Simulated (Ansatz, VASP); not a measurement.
# AlN: VASP beside Ansatz

```
Al N
1.0
     0.00000    2.18399    2.02019
     2.18399    0.00000    2.02019
     2.18399    2.18399    0.00000
Al N
1 1
Direct
  0.00000 0.00000 0.00000
  0.75000 0.75000 0.75000
```

Change from the starting cell: strain -0.0750 x Voigt [0, 0, 1, 0, 0, 0], atoms carried along.

Alike in both runs: task single point; functional r2SCAN; k mesh 10 × 10 × 10; occupations gaussian, width 0.05 eV; no spin polarisation.

|  | VASP | Ansatz |
| --- | --- | --- |
| version | VASP 6.6.1 | Ansatz 0.2.0 |
| potentials or method | VASP PAW PBE potentials, release 64 (Al, N), cutoff 520 eV | scalar-relativistic, plane waves, PAW |
| valence electrons in the cell | 8 | 8 |

|  | VASP | Ansatz | Ansatz less VASP |
| --- | --- | --- | --- |
| gap on the k mesh at the Fermi level (eV) | 3.59 | 3.60 | +0.011 |
| least direct gap on the mesh (eV) | 5.42 | 5.38 | -0.044 |
| pressure (GPa) | 18.4 | 18.7 | +0.30 |
| traceless stress, the component that is largest in VASP (GPa) | 5.18 | 5.17 | -0.009 |

VASP's potentials were made for PBE, not for r2SCAN.
